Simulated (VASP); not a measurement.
## GaAs (mix): single point with PBE

Crystal: GaAs (mix).

```
Ga As
1.0
     0.00000    2.92903    2.92903
     2.92903    0.00000    2.92903
     2.92903    2.92903    0.00000
Ga As
1 1
Direct
  0.00000 0.00000 0.00000
  0.25000 0.25000 0.25000
```

This cell differs from its parent crystal: volume scaled by 1.06.

```yaml
Program: VASP 6.6.1
Task: single point
Functional: PBE
Potentials_or_basis: VASP PAW PBE potentials, release 64 (Ga_d, As)
Cutoff: 500 eV
k_mesh: 12 × 12 × 12
Occupations: gaussian, width 0.02 eV
Spin: no spin polarisation
Dipole_correction: no
Further_INCAR_settings: ALGO = Normal; EDIFF = 1e-06; NBANDS = 16
```

```
Pressure               : -2.9 GPa
Band gap on the k mesh : zero (filled and empty bands touch)
```

Levels at points of the mesh, in eV from the Fermi level:
| k point | band 5 | band 6 | band 7 | band 8 | band 9 | band 10 | band 11 | band 12 | band 13 | band 14 |
| --- | --- | --- | --- | --- | --- | --- | --- | --- | --- | --- |
| (0.00, 0.00, 0.00) | -14.60 | -12.02 | -0.26 | -0.01 | -0.01 | -0.01 | 3.69 | 3.69 | 3.69 | 7.26 |
| (0.50, 0.00, 0.00) | -14.59 | -10.56 | -6.11 | -1.00 | -1.00 | 0.71 | 4.58 | 4.58 | 7.60 | 9.62 |
| (0.50, 0.50, 0.00) | -14.59 | -9.96 | -6.36 | -2.33 | -2.33 | 1.64 | 1.68 | 9.33 | 9.33 | 10.06 |

It took 74 s on 1 thread of AMD EPYC 7R43 64-Core Processor (Zen 3), with other jobs on the host, peak memory 0.17 GiB.
